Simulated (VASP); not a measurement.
# Mn3P2 (Pm-3m) in VASP: further runs

Runs on Mn3P2. Level: PBE. Tasks: single point, relaxation of cell and atoms.

All numbers are computed with VASP 6.6.1; they aren't measurements. Logs are shortened: lines on timing, memory, paths and dates and some standing lists are left out, and cuts for length are marked.

## 1. The cell of the first run

The structure is cubic, space group Pm-3m (No. 221). Conventional cell: a = 4.294 Å, b = 4.294 Å, c = 4.294 Å, α = 90.00°, β = 90.00°, γ = 90.00°. Mn (site symmetry 4/mmm) has 2 P at 2.15 Å within 2.8 Å. Within 2.8 Å of P (site symmetry m-3m) lie 6 Mn at 2.15 Å. Within 4.0 Å of P (site symmetry m-3m) lie 12 Mn at 3.04 Å and 8 P at 3.72 Å.

## 2. Single point, PBE, collinear spin, ferromagnetic start

Contents of INCAR:

```
PREC = Accurate
ENCUT = 520
EDIFF = 1E-7
ISMEAR = 0
SIGMA = 0.1
LREAL = False
LASPH = True
NELM = 150
ALGO = Normal
ISIF = 2
LWAVE = False
LCHARG = False
ISPIN = 2
MAGMOM = 4 4 4 0 0
LORBIT = 11
LMAXMIX = 4
GGA = PE
NBANDS = 36
```

Contents of KPOINTS:

```
Automatic mesh
0
Gamma
  4 4 4
```

Contents of POSCAR:

```
Mn3P2
1.0
    4.2938079271      0.0000000000      0.0000000000
    0.0000000000      4.2938079271      0.0000000000
    0.0000000000      0.0000000000      4.2938079271
Mn P
3 2
Direct
    0.0000000000      0.5000000000      0.5000000000
    0.5000000000      0.0000000000      0.5000000000
    0.5000000000      0.5000000000      0.0000000000
    0.5000000000      0.5000000000      0.5000000000
    0.0000000000      0.0000000000      0.0000000000
```

Potentials or basis: VASP PAW PBE potentials, release 64 (Mn_pv, P).

The run is started by

```console
> cat potpaw_PBE.64/Mn_pv/POTCAR potpaw_PBE.64/P/POTCAR > POTCAR
> mpirun -np 1 vasp_std > vasp.out
```

OUTCAR:

```text
PREC = Accurate
   ENCUT = 520
   EDIFF = 1E-7
   ISMEAR = 0
   LREAL = False
   LASPH = True
   NELM = 150
   ISIF = 2
   ISPIN = 2
   LORBIT = 11
   GGA = PE

 ion  position               nearest neighbor table
   1  0.000  0.500  0.500-   4 2.15   4 2.15   2 3.04   5 3.04   3 3.04   5 3.04   2 3.04   5 3.04
                             5 3.04   2 3.04   3 3.04   3 3.04   3 3.04   2 3.04
   2  0.500  0.000  0.500-   4 2.15   4 2.15   1 3.04   5 3.04   3 3.04   5 3.04   1 3.04   3 3.04
                             3 3.04   3 3.04   1 3.04   5 3.04   5 3.04   1 3.04
   3  0.500  0.500  0.000-   4 2.15   4 2.15   1 3.04   5 3.04   1 3.04   2 3.04   2 3.04   2 3.04
                             5 3.04   2 3.04   1 3.04   5 3.04   1 3.04   5 3.04
   4  0.500  0.500  0.500-   1 2.15   2 2.15   3 2.15   3 2.15   2 2.15   1 2.15
   5  0.000  0.000  0.000-   1 3.04   2 3.04   3 3.04   1 3.04   2 3.04   1 3.04   3 3.04   1 3.04
                             2 3.04   3 3.04   2 3.04   3 3.04

  LATTYP: Found a simple cubic cell.
 ALAT       =     4.2938079271

  Lattice vectors:

 A1 = (   4.2938079271,   0.0000000000,   0.0000000000)
 A2 = (   0.0000000000,   4.2938079271,   0.0000000000)
 A3 = (   0.0000000000,   0.0000000000,   4.2938079271)

Analysis of symmetry for initial positions (statically):
=====================================================================
 Subroutine PRICEL returns:
 Original cell was already a primitive cell.

 Routine SETGRP: Setting up the symmetry group for a
 simple cubic supercell.

 Subroutine GETGRP returns: Found 48 space group operations
 (whereof 48 operations were pure point group operations)
 out of a pool of 48 trial point group operations.

The static configuration has the point symmetry O_h .

Analysis of symmetry for dynamics (positions and initial velocities):
=====================================================================
 Subroutine PRICEL returns:
 Original cell was already a primitive cell.

 Routine SETGRP: Setting up the symmetry group for a
 simple cubic supercell.

 Subroutine GETGRP returns: Found 48 space group operations
 (whereof 48 operations were pure point group operations)
 out of a pool of 48 trial point group operations.

The dynamic configuration has the point symmetry O_h .

Analysis of structural, dynamic, and magnetic symmetry:
=====================================================================
 Subroutine PRICEL returns:
 Original cell was already a primitive cell.

 Routine SETGRP: Setting up the symmetry group for a
 simple cubic supercell.

 Subroutine GETGRP returns: Found 48 space group operations
 (whereof 48 operations were pure point group operations)
 out of a pool of 48 trial point group operations.

The overall configuration has the point symmetry O_h .

 Subroutine INISYM returns: Found 48 space group operations
 (whereof 48 operations are pure point group operations),
 and found     1 'primitive' translations

----------------------------------------------------------------------------------------

                                     Primitive cell

  volume of cell :      79.1640

  direct lattice vectors                    reciprocal lattice vectors
     4.293807927  0.000000000  0.000000000     0.232893510  0.000000000  0.000000000
     0.000000000  4.293807927  0.000000000     0.000000000  0.232893510  0.000000000
     0.000000000  0.000000000  4.293807927     0.000000000  0.000000000  0.232893510

  length of vectors
     4.293807927  4.293807927  4.293807927     0.232893510  0.232893510  0.232893510

  position of ions in fractional coordinates (direct lattice)
     0.000000000  0.500000000  0.500000000
     0.500000000  0.000000000  0.500000000
     0.500000000  0.500000000  0.000000000
     0.500000000  0.500000000  0.500000000
     0.000000000  0.000000000  0.000000000

  ion indices of the primitive-cell ions
   primitive index   ion index
                 1           1
                 2           2
                 3           3
                 4           4
                 5           5

----------------------------------------------------------------------------------------

[... 32 lines left out ...]
  0.250000  0.250000  0.250000      8.000000
  0.500000  0.250000  0.250000     12.000000
  0.500000  0.500000  0.250000      6.000000
  0.500000  0.500000  0.500000      1.000000
   k-points           NKPTS =     10   k-points in BZ     NKDIM =     10   number of bands    NBANDS=     36
   number of dos      NEDOS =    301   number of ions     NIONS =      5
   total plane-waves  NPLWV =  32768
   dimension x,y,z NGX =    32 NGY =   32 NGZ =   32
   dimension x,y,z NGXF=    64 NGYF=   64 NGZF=   64
   ions per type =               3   2
   NGX,Y,Z   is equivalent  to a cutoff of  12.39, 12.39, 12.39 a.u.
   NGXF,Y,Z  is equivalent  to a cutoff of  24.78, 24.78, 24.78 a.u.
 SYSTEM =  unknown system
   PREC   = accura    normal or accurate (medium, high low for compatibility)
   ISTART =      0    job   : 0-new  1-cont  2-samecut
   ICHARG =      2    charge: 1-file 2-atom 10-const
   ISPIN  =      2    spin polarized calculation?
   LNONCOLLINEAR =      F non collinear calculations
   LSORBIT =      F    spin-orbit coupling
   LASPH  =      T    aspherical Exc in radial PAW
   ENCUT  =  520.0 eV  38.22 Ry    6.18 a.u.   7.98  7.98  7.98*2*pi/ulx,y,z
   NELM   =    150;   NELMIN=  2; NELMDL= -5     # of ELM steps
   EDIFF  = 0.1E-06   stopping-criterion for ELM
   LREAL  =      F    real-space projection
   EDIFFG = 0.1E-05   stopping-criterion for IOM
   NSW    =      0    number of steps for IOM
   IBRION =     -1    ionic relax: 0-MD 1-quasi-New 2-CG
   NFREE  =      0    steps in history (QN), initial steepest desc. (CG)
   ISIF   =      2    stress and relaxation
   ISYM   =      2    0-nonsym 1-usesym 2-fastsym
   POTIM  = 0.5000    time-step for ionic-motion
   TEBEG  =    0.0;   TEEND  =   0.0 temperature during run
   PSTRESS=    0.0 pullay stress
   NELECT =      49.0000    total number of electrons
   NUPDOWN=      -1.0000    fix difference up-down
   EMIN   =  10.00;   EMAX   =-10.00  energy-range for DOS
   EFERMI =   0.00;   METHOD = LEGACY
   ISMEAR =     0;   SIGMA  =   0.10  broadening in eV -4-tet -1-fermi 0-gaus
   EFERMI_NEDOS =   21; number of points for ismear=-14 and -15
   IALGO  =     38    algorithm
   IMIX   =      4    mixing-type and parameters
     AMIX     =   0.40;   BMIX     =  1.00
     AMIX_MAG =   1.60;   BMIX_MAG =  1.00
  volume/ion in A,a.u.               =      15.83       106.85
  Fermi-wavevector in a.u.,A,eV,Ry     =   1.395182  2.636512 26.484192  1.946533
  Thomas-Fermi vector in A             =   2.518659
   LORBIT       =     11    0 simple, 1 ext, 2 COOP (PROOUT), +10 PAW based schemes
   GGA     = PE    functional components
   LHFCALC =     F    Hartree Fock is set to
   AEXX    =    0.0000 exact exchange contribution
   IVDW    =     0    specifies the selected vdW correction
   LEPSILON=     F    determine dielectric tensor
   LRPA    =     F    only Hartree local field effects (RPA)
 spin polarized calculation
 Gauss-broadening in eV      SIGMA  =   0.10
  energy-cutoff  :      520.00
  volume of cell :       79.16
 maximum number of plane-waves:      2176
 NGX is ok and might be reduce to    32
   NGX = 15   NGY = 15   NGZ = 15

 number of electron      49.0000000 magnetization      12.0000000

 number of electron      49.0000099 magnetization       8.6103482

 Free energy of the ion-electron system (eV)
  ---------------------------------------------------
  ext. energy  EPLUGINS =         0.00000000
  ---------------------------------------------------
  free energy    TOTEN  =       -35.73979096 eV

  energy without entropy =      -35.71278415  energy(sigma->0) =      -35.72628755

 E-fermi :   7.3694     XC(G=0): -11.2537

 val. band max:        7.3620130309   @ k =   0.0000   0.0000   0.0000
 cond. band min:       7.3765064662   @ k =   0.2500   0.0000   0.0000
 fundamental gap:      0.0144934353
 Fermi energy:         7.3694142600

 spin component 1

 k-point     1 :       0.0000    0.0000    0.0000
  band No.  band energies     occupation
      1     -42.1391      1.00000
      2     -42.1391      1.00000
      3     -42.1391      1.00000
      4     -42.1236      1.00000
      5     -42.1236      1.00000
      6     -42.1236      1.00000
[... 379 lines left out ...]
     35      13.3346      0.00000
     36      16.3598      0.00000
 Fermi energy:         7.3694142600

 spin component 2

 k-point     1 :       0.0000    0.0000    0.0000
  band No.  band energies     occupation
      1     -39.3555      1.00000
      2     -39.3555      1.00000
      3     -39.3555      1.00000
      4     -38.8188      1.00000
      5     -38.8188      1.00000
      6     -38.8188      1.00000
[... 379 lines left out ...]
     35      13.4864      0.00000
     36      16.9878      0.00000

------------------------ aborting loop because EDIFF is reached ----------------------------------------

  FORCE on cell =-STRESS in cart. coord.  units (eV):
  Direction    XX          YY          ZZ          XY          YZ          ZX
  --------------------------------------------------------------------------------------
  -------------------------------------------------------------------------------------
  Total        0.0544252      0.0544252      0.0544252      0.0000000      0.0000000      0.0000000
  in kB        1.1014952      1.1014952      1.1014952      0.0000000      0.0000000      0.0000000
  external PRESSURE =       1.1014952 kB  Pullay stress =       0.0000000 kB

 VOLUME and BASIS-vectors are now :
 -----------------------------------------------------------------------------
  energy-cutoff  :      520.00
  volume of cell :       79.16
      direct lattice vectors                 reciprocal lattice vectors
     4.293807927  0.000000000  0.000000000     0.232893510  0.000000000  0.000000000
     0.000000000  4.293807927  0.000000000     0.000000000  0.232893510  0.000000000
     0.000000000  0.000000000  4.293807927     0.000000000  0.000000000  0.232893510

 POSITION                                       TOTAL-FORCE (eV/Angst)
 -----------------------------------------------------------------------------------
      0.00000      2.14690      2.14690         0.000000      0.000000      0.000000
      2.14690      0.00000      2.14690         0.000000      0.000000      0.000000
      2.14690      2.14690      0.00000         0.000000      0.000000      0.000000
      2.14690      2.14690      2.14690         0.000000      0.000000      0.000000
      0.00000      0.00000      0.00000         0.000000      0.000000      0.000000
 -----------------------------------------------------------------------------------
    total drift:                                0.000000     -0.000000     -0.000000

  FREE ENERGIE OF THE ION-ELECTRON SYSTEM (eV)
  ---------------------------------------------------
  free  energy   TOTEN  =       -35.7397909559 eV

  energy  without entropy=      -35.7127841455  energy(sigma->0) =      -35.72628755

 total charge

# of ion       s       p       d       tot
------------------------------------------
    1        0.268   6.252   5.176  11.695
    2        0.268   6.252   5.176  11.695
    3        0.268   6.252   5.176  11.695
    4        1.036   1.672   0.000   2.708
    5        1.109   1.197   0.000   2.305
--------------------------------------------------
tot          2.949  21.623  15.527  40.100

 magnetization (x)

# of ion       s       p       d       tot
------------------------------------------
    1        0.019   0.015   2.882   2.916
    2        0.019   0.015   2.882   2.916
    3        0.019   0.015   2.882   2.916
    4       -0.019  -0.140   0.000  -0.159
    5        0.047  -0.158   0.000  -0.112
--------------------------------------------------
tot          0.085  -0.255   8.646   8.475
```

It took 45 s on 1 thread of Intel Xeon Platinum 8175M at 2.50GHz (Skylake/Cascade Lake), shared host; peak memory 0.21 GiB.

Results:

```
Free energy                                           : -35.7398 eV
Pressure                                              : 0.1 GPa
Net moment                                            : 8.61 μB per cell
Site moments                                          : Mn +2.92; P -0.16, -0.11 μB
Valence electrons inside the program's atomic spheres : Mn 11.70; P 2.71, 2.31
```

Levels at points of the mesh, in eV from the Fermi level:
Spin up:
```tsv
k point	band 26	band 27	band 28	band 29	band 30	band 31	band 32	band 33
(0.00, 0.00, 0.00)	-1.13	-0.96	-0.96	-0.96	-0.29	-0.29	-0.29	2.96
(0.50, 0.00, 0.00)	-1.13	-0.96	-0.10	-0.10	0.25	0.25	0.93	4.09
(0.50, 0.50, 0.00)	-1.60	-0.87	-0.87	1.02	1.12	1.50	2.38	2.38
(0.50, 0.50, 0.50)	-1.65	-1.11	-1.11	-1.11	0.71	0.71	0.71	5.97
```
Spin down:
| k point | band 18 | band 19 | band 20 | band 21 | band 22 | band 23 |
| --- | --- | --- | --- | --- | --- | --- |
| (0.00, 0.00, 0.00) | -1.10 | -1.10 | -0.52 | -0.52 | -0.52 | -0.01 |
| (0.50, 0.00, 0.00) | -1.51 | -0.13 | 0.01 | 0.25 | 0.25 | 0.45 |
| (0.50, 0.50, 0.00) | -0.73 | -0.73 | 0.15 | 0.28 | 0.28 | 0.90 |
| (0.50, 0.50, 0.50) | -0.22 | -0.22 | -0.22 | 0.26 | 0.26 | 0.26 |

Caveat: the k points lie up to 0.37 Å⁻¹ apart; only a ferromagnetic start was run, and an antiferromagnetic order may lie lower in energy.

## 3. Single point, PBE, collinear spin, ferromagnetic start

This run uses another cell than the first one, of 16.31 Å³/atom, 1.030 times its volume.

Contents of INCAR:

```
  PREC = Accurate
  ENCUT = 520
  EDIFF = 1E-7
  ISMEAR = 0
  SIGMA = 0.1
  LREAL = F
  LASPH = T
  NELM = 150
  ALGO = Normal
  ISIF = 2
  LWAVE = F
  LCHARG = T
  ISPIN = 2
  MAGMOM = 4 4 4 0 0
  LORBIT = 11
  LMAXMIX = 4
  GGA = PE
  LELF = T
  LVHAR = T
  NBANDS = 36
```

KPOINTS is that of step 2.

POSCAR, as its differences from that of step 2:

```diff
@@ -2,5 +2,5 @@
 1.0
-    4.2938079271      0.0000000000      0.0000000000
-    0.0000000000      4.2938079271      0.0000000000
-    0.0000000000      0.0000000000      4.2938079271
+    4.3367254300      0.0000000000      0.0000000000
+    0.0000000000      4.3367254300      0.0000000000
+    0.0000000000      0.0000000000      4.3367254300
 Mn P
```

Potentials or basis: VASP PAW PBE potentials, release 64 (Mn_pv, P).

The run is started by

```console
> cat potpaw_PBE.64/Mn_pv/POTCAR potpaw_PBE.64/P/POTCAR > POTCAR
> mpirun -np 1 vasp_std > vasp.out
```

Run time: 51 s. Hardware: 1 thread of Intel Xeon Platinum 8175M at 2.50GHz (Skylake/Cascade Lake), shared host; peak memory 0.21 GiB.

The run converged. Its results:

| Quantity | Value |
| --- | --- |
| Free energy | -35.7203 eV |
| Pressure | -2.7 GPa |
| Net moment | 8.66 μB per cell |
| Site moments | Mn +2.95; P -0.16, -0.14 μB |
| Valence electrons inside the program's atomic spheres | Mn 11.66; P 2.69, 2.30 |

Levels at points of the mesh, in eV from the Fermi level:
Spin up:
```
           k point  band 27  band 28  band 29  band 30  band 31  band 32
(0.00, 0.00, 0.00)    -1.05    -1.05    -1.05    -0.34    -0.34    -0.34
(0.50, 0.00, 0.00)    -1.05    -0.21    -0.21     0.16     0.16     0.77
(0.50, 0.50, 0.00)    -0.96    -0.96     0.90     0.95     1.43     2.20
(0.50, 0.50, 0.50)    -1.21    -1.21    -1.21     0.56     0.56     0.56
```
Spin down:
```tsv
k point	band 18	band 19	band 20	band 21	band 22	band 23
(0.00, 0.00, 0.00)	-1.05	-1.05	-0.60	-0.60	-0.60	0.01
(0.50, 0.00, 0.00)	-1.45	-0.10	0.03	0.24	0.24	0.44
(0.50, 0.50, 0.00)	-0.69	-0.69	0.16	0.28	0.28	0.87
(0.50, 0.50, 0.50)	-0.20	-0.20	-0.20	0.26	0.26	0.26
```

Caveat: the k points lie up to 0.36 Å⁻¹ apart; only a ferromagnetic start was run, and an antiferromagnetic order may lie lower in energy.

(Continued in part 2 of 2.)
